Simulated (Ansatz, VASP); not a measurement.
**One calculation of Te2Mo, two programs**

INCAR

```
SYSTEM = Te2Mo
PREC = Accurate
ENCUT = 520
EDIFF = 1E-7
ISMEAR = -1
SIGMA = 0.02
LREAL = .FALSE.
LASPH = .TRUE.
NELM = 100
ALGO = Normal
ISIF = 2
LWAVE = .FALSE.
LCHARG = .TRUE.
GGA = PE
LELF = .TRUE.
LVHAR = .TRUE.
NBANDS = 20
```

KPOINTS

```
regular mesh
0
G
  6 6 6
  0 0 0
```

POSCAR

```
Te2Mo
1.0
    1.7509539888      1.0109137567      7.0687660149
   -1.7509539888      1.0109137567      7.0687660149
    0.0000000000     -2.0218275135      7.0687660149
Mo Te
1 2
Direct
    0.0000000000      0.0000000000      0.0000000000
    0.2465646676      0.2465646676      0.2465646676
    0.7534353324      0.7534353324      0.7534353324
```

Input for Ansatz:

```yaml
crystal:
  lattice:
    - [1.7509539888, 1.0109137567, 7.0687660149]
    - [-1.7509539888, 1.0109137567, 7.0687660149]
    - [0.0, -2.0218275135, 7.0687660149]
  atoms:
    - { symbol: Mo, position: [0.0, 0.0, 0.0] }
    - { symbol: Te, position: [0.2465646676, 0.2465646676, 0.2465646676] }
    - { symbol: Te, position: [0.7534353324, 0.7534353324, 0.7534353324] }
kpoints:
  mp_grid: { grid: [6, 6, 6] }
hamiltonian:
  xc: pbe
scf:
  occupations: { method: fermi_dirac, width: 0.02 }
  n_extra_bands: 4
output:
  forces: true
  stress: true
  eigenvalues: true
  write_density: true
  write_potential: true
  elf: true
  volumetric_format: npy
```

Alike in both runs: task single point; functional PBE; k mesh 6 × 6 × 6; occupations fermi-dirac, width 0.02 eV; no spin polarisation.

|  | VASP | Ansatz |
| --- | --- | --- |
| version | VASP 6.6.1 | Ansatz 0.2.0 |
| potentials or method | VASP PAW PBE potentials, release 64 (Mo_sv, Te) | plane waves, PAW |
| plane-wave cutoff (eV) | 520 | 420 |
| valence electrons in the cell | 26 | 46 |

VASP gave:

| Property | Result |
| --- | --- |
| pressure (GPa) | 1.8 |
| traceless stress, the component that is largest in VASP (GPa) | 1.19 |
| rms of the force components (eV/Å) | 0.127 |

Q: Which values does Ansatz return?

A: Pressure (GPa): 1.8; traceless stress, the component that is largest in VASP (GPa): 1.13; rms of the force components (eV/Å): 0.120.

Atom by atom the forces differ by 0.006 eV/Å (rms over components). VASP's potentials hold 26 valence electrons a cell and Ansatz's 46, so a difference there can come from the potentials and not from the codes.

Spin-orbit coupling is off throughout.
